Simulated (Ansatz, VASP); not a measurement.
# Tl2Re in VASP and in Ansatz

```
Tl Re
1.0
     4.90223    0.00000    0.00000
     0.00000    4.90223    0.00000
     0.00000    0.00000    3.01372
Tl Re
2 1
Cartesian
  0.0000 2.4511 1.5069
  2.4511 0.0000 1.5069
  2.4511 2.4511 0.0000
```

Alike in both runs: functional PBE; k mesh 10 × 10 × 16; occupations gaussian, width 0.1 eV; no spin polarisation.

Ansatz relaxed the structure, and its values are those at the end. VASP's run is a single point on that final structure, the one shown.

|  | VASP | Ansatz |
| --- | --- | --- |
| version | VASP 6.6.1 | Ansatz 0.2.0 |
| potentials or method | VASP PAW PBE potentials, release 64 (Tl_d, Re), cutoff 520 eV | scalar-relativistic, plane waves, PAW |
| valence electrons in the cell | 33 | 41 |

Ansatz gave:

| Quantity | Value |
| --- | --- |
| gap on the k mesh at the Fermi level (eV) | none |
| pressure (GPa) | 0.0 |

Problem. Which values does VASP return?

Solution. gap on the k mesh at the Fermi level (eV): none; pressure (GPa): -0.1.

A gap of «none» marks a metal or a gap that the smearing closes. VASP's potentials hold 33 valence electrons a cell and Ansatz's 41, so a difference there can come from the potentials and not from the codes.

Neither program's run includes spin-orbit coupling.
